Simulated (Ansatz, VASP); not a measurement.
Given: the input of a run of Ansatz 0.2.0 on Re.

input.yaml

```yaml
crystal:
  lattice:
    - [2.7663873939, 0.0, 0.0]
    - [-1.3831936969, 2.3957617598, 0.0]
    - [0.0, 0.0, 8.93884516]
  atoms:
    - { symbol: Re, position: [0.6666666667, 0.3333333333, 0.75] }
    - { symbol: Re, position: [0.0, 0.0, 0.5] }
    - { symbol: Re, position: [0.3333333333, 0.6666666667, 0.25] }
    - { symbol: Re, position: [0.0, 0.0, 0.0] }
hamiltonian:
  xc: revpbe
  pseudopotentials: { kind: paw }
  dispersion: d4
kpoints:
  mp_grid: { grid: [11, 11, 3] }
scf:
  occupations: { method: fermi_dirac, width: 0.05 }
output:
  forces: true
  stress: true
relax:
  f_tol: 0.01
  max_steps: 40
  cell: { stress_tol: 0.05 }
```

Potentials or basis: Ansatz PAW.

The run is started by

```console
$ ansatz run input.yaml --threads 2 --pin off --max-ram 5632MiB --backend cpu --events-out ev --progress --plain --runs-dir out
```

Task: Set up the same calculation for VASP 6.6.1. Potentials there: VASP PAW PBE potentials, release 64 (Re).

Result: As run (the cutoff follows the program's own potentials):

INCAR

```
ALGO     = Normal         # electronic algorithm
EDIFF    = 1E-7           # SCF threshold, eV
EDIFFG   = -0.01          # ionic threshold
ENCUT    = 600            # plane-wave cutoff, eV
GGA      = RE             # functional
IBRION   = 2              # ionic algorithm
ISIF     = 3              # what is computed and relaxed
ISMEAR   = -1             # smearing method
IVDW     = 13             # dispersion correction
LASPH    = True           # aspherical terms in the spheres
LCHARG   = False          # write CHGCAR
LREAL    = False          # projectors in reciprocal space
LWAVE    = False          # write WAVECAR
NELM     = 100            # most SCF steps
NSW      = 60             # ionic steps
PREC     = Accurate       # precision mode
SIGMA    = 0.05           # smearing width, eV
```

The input KPOINTS:

```
k-points
0
Gamma
  11 11 3
```

The input POSCAR:

```
Re
1.0
    2.7663873939      0.0000000000      0.0000000000
   -1.3831936969      2.3957617598      0.0000000000
    0.0000000000      0.0000000000      8.9388451600
Re
4
Direct
    0.6666666667      0.3333333333      0.7500000000
    0.0000000000      0.0000000000      0.5000000000
    0.3333333333      0.6666666667      0.2500000000
    0.0000000000      0.0000000000      0.0000000000
```

Potentials or basis: VASP PAW PBE potentials, release 64 (Re).

The run is started by

```sh
$ cat potpaw_PBE.64/Re/POTCAR > POTCAR
$ mpirun -np 1 vasp_std > vasp.out
```

Both were run:

|  | VASP | Ansatz | Ansatz less VASP |
| --- | --- | --- | --- |
| relaxed volume (Å³/atom) | 14.62 | 14.63 | +0.012 |
| relaxed cell length with the largest relative difference (Å) | 8.905 | 8.910 | +0.0045 |

VASP's potentials were made for PBE, not for revPBE. VASP's potentials hold 28 valence electrons a cell and Ansatz's 60, so a difference there can come from the potentials and not from the codes.

Neither program's run includes spin-orbit coupling. Noted on VASP's run: too few bands were computed for a metal, which touches its energy and stress. Noted on Ansatz's run: the plane-wave basis is chosen anew once the cell has moved, so the energies of steps on either side of that aren't comparable.
